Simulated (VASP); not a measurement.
## NiGe3: single point with PBEsol

The system is NiGe3.

```xyz
4
Lattice="0.0000 3.1477 3.1477 3.1477 0.0000 3.1477 3.1477 3.1477 0.0000" Properties=species:S:1:pos:R:3 pbc="T T T"
Ge    1.5739    1.5739    1.5739
Ge    4.7216    4.7216    4.7216
Ge    3.1477    3.1477    3.1477
Ni    0.0000    0.0000    0.0000
```

| Property | Result |
| --- | --- |
| Program | VASP 6.6.1 |
| Task | single point |
| Functional | PBEsol |
| Potentials or basis | VASP PAW PBE potentials, release 64 (Ge_d, Ni) |
| Cutoff | 520 eV |
| k mesh | 6 × 6 × 6 |
| Occupations | gaussian, width 0.1 eV |
| Spin | no spin polarisation |

The pressure is 0.5 GPa and the band gap on the k mesh is zero (bands 26 and 27 overlap by 0.86 eV).

Levels at points of the mesh, in eV from the Fermi level:
```csv
k point,band 22,band 23,band 24,band 25,band 26,band 27,band 28,band 29,band 30,band 31
"(0.00, 0.00, 0.00)",-1.77,-1.77,-1.44,-1.44,-1.44,0.58,0.58,0.58,1.96,1.96
"(0.50, 0.00, 0.00)",-1.76,-1.76,-1.54,-1.54,-0.33,-0.33,-0.17,3.66,4.70,5.74
"(0.50, 0.50, 0.00)",-1.81,-1.81,-1.59,-1.24,-0.83,4.36,4.36,4.46,5.47,5.47
```

It took 19 s on 1 thread of Intel(R) Xeon(R) 6975P-C (Granite Rapids), with other jobs on the host, peak memory 0.21 GiB.

Caveat: the PAW data sets were made with another functional, which shifts forces and pressure a little. Spin polarisation is off, so any magnetic state and its effect on volume and gap are missing.
